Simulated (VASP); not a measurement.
LiOs: single point with r2SCAN

Crystal: LiOs.

```
Li Os
1.0
     2.87047    0.00000    0.00000
     0.00000    2.87047    0.00000
     0.00000    0.00000    2.87047
Li Os
1 1
Cartesian
  0.0000 0.0000 0.0000
  1.4352 1.4352 1.4352
```

```
Program                : VASP 6.6.1
Task                   : single point
Functional             : r2SCAN
Potentials or basis    : VASP PAW PBE potentials, release 64 (Li_sv, Os_sv_GW)
Cutoff                 : 830 eV
k mesh                 : 6 × 6 × 6
Occupations            : gaussian, width 0.1 eV
Spin                   : no spin polarisation
Dipole correction      : no
Second run             : valence_matched
Further INCAR settings : ALGO = Normal; EDIFF = 1e-06; NBANDS = 16
```

| Property | Result |
| --- | --- |
| Pressure | 1.0 GPa |

Levels at points of the mesh, in eV from the Fermi level:
```tsv
k point	band 6	band 7	band 8	band 9	band 10	band 11	band 12	band 13
(0.00, 0.00, 0.00)	-7.79	-4.16	-4.16	1.20	1.20	1.20	9.53	9.53
(0.50, 0.00, 0.00)	-6.21	-3.46	-1.15	-1.15	-0.37	1.44	4.01	12.46
(0.50, 0.50, 0.00)	-4.33	-3.60	-0.55	-0.55	0.93	0.93	2.98	7.45
(0.50, 0.50, 0.50)	-4.51	-4.51	-4.51	3.12	3.12	7.08	7.08	7.08
```

It took 27 s on 1 thread of Intel(R) Xeon(R) 6975P-C (Granite Rapids), with other jobs on the host, peak memory 0.18 GiB.

Caveat: the k points lie up to 0.36 Å⁻¹ apart; the PAW data sets were made with another functional, which shifts forces and pressure a little; spin-orbit coupling is left out, which moves the levels of the heavy elements.
